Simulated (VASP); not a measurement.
# NaC4 (P1) in VASP: single point with PBE

Aim: the single point of NaC4 with PBE.

Program: VASP 6.6.1. These are calculated values, not measurements. Logs are shortened: lines on timing, memory, paths and dates and some standing lists are left out, and cuts for length are marked.

### Step 1. The cell of the first run

The typed cell holds 10 atoms: a = 4.309 Å, b = 4.976 Å, c = 5.422 Å, α = 86.58°, β = 88.80°, γ = 89.99°.

### Step 2. Single point, PBE

INCAR

```
  PREC = Accurate
  ENCUT = 1130
  EDIFF = 1E-6
  ISMEAR = 0
  SIGMA = 0.1
  LREAL = False
  LASPH = True
  NELM = 120
  ALGO = Normal
  ISIF = 2
  LWAVE = False
  LCHARG = False
  GGA = PE
  NBANDS = 36
  GGA_COMPAT = False
```

KPOINTS

```
Automatic mesh
0
Gamma
  4 4 4
```

POSCAR

```
NaC4
1.0
    4.3092382571      0.0000000000      0.0000000000
    0.0011386113      4.9757298596      0.0000000000
    0.1139839542      0.3238388497      5.4106815028
Na C
2 8
Direct
    0.0471099917      0.5093908716      0.5043122402
    0.5478611290      0.0110619355      0.4975940633
    0.3841144655      0.9974679434      0.9998227397
    0.3841079190      0.4974292282      0.9999294091
    0.8840194083      0.7471711343      0.9998644310
    0.8840505177      0.2475951341      0.9997611271
    0.2172363722      0.7473089940      0.9997945377
    0.2172268573      0.2476481500      0.9997812749
    0.7171508310      0.9974987705      0.9990317186
    0.7171225084      0.4974278386      0.0001084584
```

Potentials or basis: VASP PAW PBE potentials, release 64 (Na_sv, C).

Run with:

```sh
$ cat potpaw_PBE.64/Na_sv/POTCAR potpaw_PBE.64/C/POTCAR > POTCAR
$ mpirun -np 1 vasp_std > vasp.out
```

OUTCAR:

```text
PREC = Accurate
   ENCUT = 1130
   EDIFF = 1E-6
   ISMEAR = 0
   LREAL = False
   LASPH = True
   NELM = 120
   ISIF = 2
   GGA = PE

 ion  position               nearest neighbor table
   1  0.047  0.509  0.504-
   2  0.548  0.011  0.498-
   3  0.384  0.997  1.000-   9 1.44   8 1.44   7 1.44
   4  0.384  0.497  1.000-  10 1.44   8 1.44   7 1.44
   5  0.884  0.747  1.000-  10 1.44   7 1.44   9 1.44
   6  0.884  0.248  1.000-   8 1.44  10 1.44   9 1.44
   7  0.217  0.747  1.000-   5 1.44   4 1.44   3 1.44
   8  0.217  0.248  1.000-   6 1.44   4 1.44   3 1.44
   9  0.717  0.997  0.999-   3 1.44   6 1.44   5 1.44
  10  0.717  0.497  0.000-   4 1.44   5 1.44   6 1.44

  LATTYP: Found a triclinic cell.
 ALAT       =     5.4215623456
 B/A-ratio  =     0.9177668120
 C/A-ratio  =     0.7948332939
 COS(alpha) =     0.0002288330
 COS(beta)  =     0.0210241895
 COS(gamma) =     0.0597364567

  Lattice vectors:

 A1 = (  -0.1139839542,  -0.3238388497,  -5.4106815028)
 A2 = (  -0.0011386113,  -4.9757298596,   0.0000000000)
 A3 = (  -4.3092382571,   0.0000000000,   0.0000000000)

Analysis of symmetry for initial positions (statically):
=====================================================================
 Subroutine PRICEL returns:
 Original cell was already a primitive cell.

 Routine SETGRP: Setting up the symmetry group for a
 triclinic supercell.

 Subroutine GETGRP returns: Found  1 space group operations
 (whereof  1 operations were pure point group operations)
 out of a pool of  2 trial point group operations.

The static configuration has the point symmetry C_1 .

Analysis of symmetry for dynamics (positions and initial velocities):
=====================================================================
 Subroutine PRICEL returns:
 Original cell was already a primitive cell.

 Routine SETGRP: Setting up the symmetry group for a
 triclinic supercell.

 Subroutine GETGRP returns: Found  1 space group operations
 (whereof  1 operations were pure point group operations)
 out of a pool of  2 trial point group operations.

The dynamic configuration has the point symmetry C_1 .

 Subroutine INISYM returns: Found  1 space group operations
 (whereof  1 operations are pure point group operations),
 and found     1 'primitive' translations

----------------------------------------------------------------------------------------

                                     Primitive cell

  volume of cell :     116.0137

  direct lattice vectors                    reciprocal lattice vectors
     4.309238257  0.000000000  0.000000000     0.232059575 -0.000053103 -0.004885498
     0.001138611  4.975729860  0.000000000     0.000000000  0.200975541 -0.012028741
     0.113983954  0.323838850  5.410681503     0.000000000  0.000000000  0.184819602

  length of vectors
     4.309238257  4.975729990  5.421562346     0.232111002  0.201335190  0.184819602

  position of ions in fractional coordinates (direct lattice)
     0.047109992  0.509390872  0.504312240
     0.547861129  0.011061936  0.497594063
     0.384114465  0.997467943  0.999822740
     0.384107919  0.497429228  0.999929409
     0.884019408  0.747171134  0.999864431
     0.884050518  0.247595134  0.999761127
     0.217236372  0.747308994  0.999794538
     0.217226857  0.247648150  0.999781275
     0.717150831  0.997498771  0.999031719
     0.717122508  0.497427839  0.000108458

  ion indices of the primitive-cell ions
   primitive index   ion index
                 1           1
                 2           2
                 3           3
                 4           4
                 5           5
                 6           6
                 7           7
                 8           8
                 9           9
                10          10

----------------------------------------------------------------------------------------

 KPOINTS: Automatic mesh

Automatic generation of k-mesh.
 Grid dimensions read from file:
 generate k-points for:    4    4    4

 Generating k-lattice:

  Cartesian coordinates                     Fractional coordinates (reciprocal lattice)
     0.058014894 -0.000013276 -0.001221374     0.250000000 -0.000000000  0.000000000
     0.000000000  0.050243885 -0.003007185     0.000000000  0.250000000  0.000000000
     0.000000000  0.000000000  0.046204900     0.000000000  0.000000000  0.250000000

  Length of vectors
     0.058027751  0.050333797  0.046204900

  Shift w.r.t. Gamma in fractional coordinates (k-lattice)
     0.000000000  0.000000000  0.000000000

 Subroutine IBZKPT returns following result:
 ===========================================

 Found     36 irreducible k-points:

 Following reciprocal coordinates:
            Coordinates               Weight
  0.000000  0.000000  0.000000      1.000000
  0.250000 -0.000000 -0.000000      2.000000
  0.500000 -0.000000 -0.000000      1.000000
  0.000000  0.250000 -0.000000      2.000000
  0.250000  0.250000 -0.000000      2.000000
  0.500000  0.250000 -0.000000      2.000000
[... 16 lines left out ...]
  0.000000 -0.250000  0.250000      2.000000
  0.250000 -0.250000  0.250000      2.000000
 [... further k-points ...]
   k-points           NKPTS =     36   k-points in BZ     NKDIM =     36   number of bands    NBANDS=     36
   number of dos      NEDOS =    301   number of ions     NIONS =     10
   total plane-waves  NPLWV = 161280
   dimension x,y,z NGX =    48 NGY =   56 NGZ =   60
   dimension x,y,z NGXF=    96 NGYF=  112 NGZF=  120
   ions per type =               2   8
   NGX,Y,Z   is equivalent  to a cutoff of  18.52, 18.71, 18.40 a.u.
   NGXF,Y,Z  is equivalent  to a cutoff of  37.04, 37.42, 36.80 a.u.
 SYSTEM =  unknown system
   PREC   = accura    normal or accurate (medium, high low for compatibility)
   ISTART =      0    job   : 0-new  1-cont  2-samecut
   ICHARG =      2    charge: 1-file 2-atom 10-const
   ISPIN  =      1    spin polarized calculation?
   LNONCOLLINEAR =      F non collinear calculations
   LSORBIT =      F    spin-orbit coupling
   LASPH  =      T    aspherical Exc in radial PAW
   ENCUT  = 1130.0 eV  83.05 Ry    9.11 a.u.  11.81 13.64 14.86*2*pi/ulx,y,z
   NELM   =    120;   NELMIN=  2; NELMDL= -5     # of ELM steps
   EDIFF  = 0.1E-05   stopping-criterion for ELM
   LREAL  =      F    real-space projection
   EDIFFG = 0.1E-04   stopping-criterion for IOM
   NSW    =      0    number of steps for IOM
   IBRION =     -1    ionic relax: 0-MD 1-quasi-New 2-CG
   NFREE  =      0    steps in history (QN), initial steepest desc. (CG)
   ISIF   =      2    stress and relaxation
   ISYM   =      2    0-nonsym 1-usesym 2-fastsym
   POTIM  = 0.5000    time-step for ionic-motion
   TEBEG  =    0.0;   TEEND  =   0.0 temperature during run
   PSTRESS=    0.0 pullay stress
   NELECT =      50.0000    total number of electrons
   NUPDOWN=      -1.0000    fix difference up-down
   EMIN   =  10.00;   EMAX   =-10.00  energy-range for DOS
   EFERMI =   0.00;   METHOD = LEGACY
   ISMEAR =     0;   SIGMA  =   0.10  broadening in eV -4-tet -1-fermi 0-gaus
   EFERMI_NEDOS =   21; number of points for ismear=-14 and -15
   IALGO  =     38    algorithm
   IMIX   =      4    mixing-type and parameters
     AMIX     =   0.40;   BMIX     =  1.00
     AMIX_MAG =   1.60;   BMIX_MAG =  1.00
  volume/ion in A,a.u.               =      11.60        78.29
  Fermi-wavevector in a.u.,A,eV,Ry     =   1.236598  2.336831 20.805671  1.529174
  Thomas-Fermi vector in A             =   2.371200
   LORBIT       =      0    0 simple, 1 ext, 2 COOP (PROOUT), +10 PAW based schemes
   GGA     = PE    functional components
   LHFCALC =     F    Hartree Fock is set to
   AEXX    =    0.0000 exact exchange contribution
   IVDW    =     0    specifies the selected vdW correction
   LEPSILON=     F    determine dielectric tensor
   LRPA    =     F    only Hartree local field effects (RPA)
 non-spin polarized calculation
 Gauss-broadening in eV      SIGMA  =   0.10
  energy-cutoff  :     1130.00
  volume of cell :      116.01
 maximum number of plane-waves:     10044
   NGX = 23   NGY = 27   NGZ = 29

 number of electron      50.0000004 magnetization

 Free energy of the ion-electron system (eV)
  ---------------------------------------------------
  ext. energy  EPLUGINS =         0.00000000
  ---------------------------------------------------
  free energy    TOTEN  =       -75.76814117 eV

  energy without entropy =      -75.73645603  energy(sigma->0) =      -75.75229860

 E-fermi :   4.9203     XC(G=0):  -9.3057

 val. band max:        4.9156786598   @ k =   0.0000  -0.2500   0.2500
 cond. band min:       4.9206420884   @ k =   0.5000  -0.0000  -0.0000
 fundamental gap:      0.0049634286
 Fermi energy:         4.9203185164

 k-point     1 :       0.0000    0.0000    0.0000
  band No.  band energies     occupation
      1     -48.7619      2.00000
      2     -48.7501      2.00000
      3     -20.7284      2.00000
      4     -20.7057      2.00000
      5     -20.6700      2.00000
      6     -20.6607      2.00000
[... 28 lines left out ...]
     35      11.9624      0.00000
     36      11.9767      0.00000

 k-point     2 :       0.2500   -0.0000   -0.0000
  band No.  band energies     occupation
      1     -48.7613      2.00000
      2     -48.7506      2.00000
      3     -20.7183      2.00000
      4     -20.7010      2.00000
      5     -20.6708      2.00000
      6     -20.6680      2.00000
[... 28 lines left out ...]
     35      12.1316      0.00000
     36      12.3679      0.00000

 k-point     3 :       0.5000   -0.0000   -0.0000
  band No.  band energies     occupation
      1     -48.7607      2.00000
      2     -48.7512      2.00000
      3     -20.6951      2.00000
      4     -20.6936      2.00000
      5     -20.6904      2.00000
      6     -20.6814      2.00000
[... 28 lines left out ...]
     35      11.4449      0.00000
     36      11.5323      0.00000

 k-point     4 :       0.0000    0.2500   -0.0000
  band No.  band energies     occupation
      1     -48.7614      2.00000
      2     -48.7507      2.00000
      3     -20.7190      2.00000
      4     -20.6990      2.00000
      5     -20.6712      2.00000
      6     -20.6682      2.00000
[... 28 lines left out ...]
     35      12.7760      0.00000
     36      12.9567      0.00000

 k-point     5 :       0.2500    0.2500   -0.0000
  band No.  band energies     occupation
      1     -48.7610      2.00000
      2     -48.7509      2.00000
      3     -20.7232      2.00000
      4     -20.6938      2.00000
      5     -20.6835      2.00000
      6     -20.6673      2.00000
[... 655 lines left out ...]
 k-point    22 :      -0.2500    0.5000    0.2500
  band No.  band energies     occupation
      1     -48.7607      2.00000
      2     -48.7512      2.00000
      3     -20.7165      2.00000
      4     -20.7139      2.00000
      5     -20.6678      2.00000
      6     -20.6659      2.00000
[... 28 lines left out ...]
     35      11.5784      0.00000
     36      11.7252      0.00000

 k-point    23 :       0.0000   -0.2500    0.2500
  band No.  band energies     occupation
      1     -48.7614      2.00000
      2     -48.7507      2.00000
      3     -20.7188      2.00000
      4     -20.6989      2.00000
      5     -20.6713      2.00000
      6     -20.6699      2.00000
[... 28 lines left out ...]
     35      12.3407      0.00000
     36      12.9565      0.00000

 k-point    24 :       0.2500   -0.2500    0.2500
  band No.  band energies     occupation
      1     -48.7610      2.00000
      2     -48.7509      2.00000
      3     -20.7231      2.00000
      4     -20.6936      2.00000
      5     -20.6836      2.00000
      6     -20.6688      2.00000
[... 28 lines left out ...]
     35      12.4933      0.00000
     36      12.8307      0.00000

 [... further k-points ...]

------------------------ aborting loop because EDIFF is reached ----------------------------------------

  FORCE on cell =-STRESS in cart. coord.  units (eV):
  Direction    XX          YY          ZZ          XY          YZ          ZX
  --------------------------------------------------------------------------------------
  -------------------------------------------------------------------------------------
  Total       -0.0037187      0.8227787      0.9839201     -0.0499243     -0.0301349     -0.0548774
  in kB       -0.0513556     11.3627735     13.5881760     -0.6894669     -0.4161703     -0.7578698
  external PRESSURE =       8.2998646 kB  Pullay stress =       0.0000000 kB

 VOLUME and BASIS-vectors are now :
 -----------------------------------------------------------------------------
  energy-cutoff  :     1130.00
  volume of cell :      116.01
      direct lattice vectors                 reciprocal lattice vectors
     4.309238257  0.000000000  0.000000000     0.232059575 -0.000053103 -0.004885498
     0.001138611  4.975729860  0.000000000     0.000000000  0.200975541 -0.012028741
     0.113983954  0.323838850  5.410681503     0.000000000  0.000000000  0.184819602

 POSITION                                       TOTAL-FORCE (eV/Angst)
 -----------------------------------------------------------------------------------
      0.26107      2.69791      2.72867         0.004705      0.001553     -0.005047
      2.41759      0.21618      2.69232        -0.001866      0.001966     -0.001417
      1.77034      5.28691      5.40972         0.249403     -0.006716     -0.010508
      1.76975      2.79889      5.41030         0.280432     -0.000752     -0.004656
      3.92427      4.04152      5.40995         0.246962      0.024358     -0.005453
      3.92382      1.55573      5.40939         0.238382     -0.009920     -0.007151
      1.05093      4.04218      5.40957        -0.248392     -0.002319      0.007454
      1.05032      1.55600      5.40950        -0.242886      0.000181      0.001232
      3.20538      5.28681      5.40544        -0.244309     -0.002563      0.017401
      3.09083      2.47510      0.00059        -0.282430     -0.005787      0.008146
 -----------------------------------------------------------------------------------
    total drift:                                0.000004     -0.000716     -0.000570

  FREE ENERGIE OF THE ION-ELECTRON SYSTEM (eV)
  ---------------------------------------------------
  free  energy   TOTEN  =       -75.7681411688 eV

  energy  without entropy=      -75.7364560293  energy(sigma->0) =      -75.75229860
```

Run time: 7.1 min. Hardware: 1 thread of Intel Xeon Platinum 8375C at 2.90GHz (Ice Lake), shared host; peak memory 0.61 GiB.

What came out:

```
Free energy            : -75.7681 eV
Pressure               : 0.8 GPa
Largest force          : 0.283 eV/Å
Band gap on the k mesh : zero (bands 25 and 26 overlap by 3.16 eV)
```

Forces in eV/Å, atoms in the order of the input:
```
Na   0.005  0.002 -0.005
Na  -0.002  0.002 -0.001
C    0.249 -0.007 -0.011
C    0.280 -0.001 -0.005
C    0.247  0.024 -0.005
C    0.238 -0.010 -0.007
C   -0.248 -0.002  0.007
C   -0.243  0.000  0.001
C   -0.244 -0.003  0.017
C   -0.282 -0.006  0.008
```

Stress tensor (GPa, compression positive):
```
-0.01 -0.07 -0.08
-0.07  1.14 -0.04
-0.08 -0.04  1.36
```

Caveat: the k points lie up to 0.36 Å⁻¹ apart, too coarse for converged energies and pressures of a metal.
